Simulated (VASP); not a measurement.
**Be: single point with PBE**

Crystal: Be.

```
Be
1.0
     2.26567    0.00000    0.00000
    -1.13284    1.96213    0.00000
     0.00000    0.00000    3.55870
Be
2
Direct
  0.33333 0.66667 0.25000
  0.66667 0.33333 0.75000
```

```yaml
Program: VASP 6.6.1
Task: single point
Functional: PBE
Potentials_or_basis: VASP PAW PBE potentials, release 64 (Be)
Cutoff: 520 eV
k_mesh: 16 × 16 × 9
Occupations: gaussian, width 0.2 eV
Spin: no spin polarisation
Dipole_correction: no
Further_INCAR_settings: ALGO = Normal; EDIFF = 1e-06; NBANDS = 9
```

```yaml
Pressure: 0.1 GPa
Band_gap_on_the_k_mesh: zero (band 2 reaches 7.95 eV, above the bottom of band 3 at 6.35 eV)
```

Levels at points of the mesh, in eV from the Fermi level:
```tsv
k point	band 1	band 2	band 3	band 4	band 5	band 6
(0.00, 0.00, 0.00)	-11.30	-4.37	1.20	15.98	15.98	18.84
(0.50, 0.00, 0.00)	-4.97	-3.10	3.68	6.55	6.83	9.41
```

It took 8.6 s on 1 thread of Intel(R) Xeon(R) Platinum 8488C (Sapphire Rapids), with other jobs on the host, peak memory 0.13 GiB.
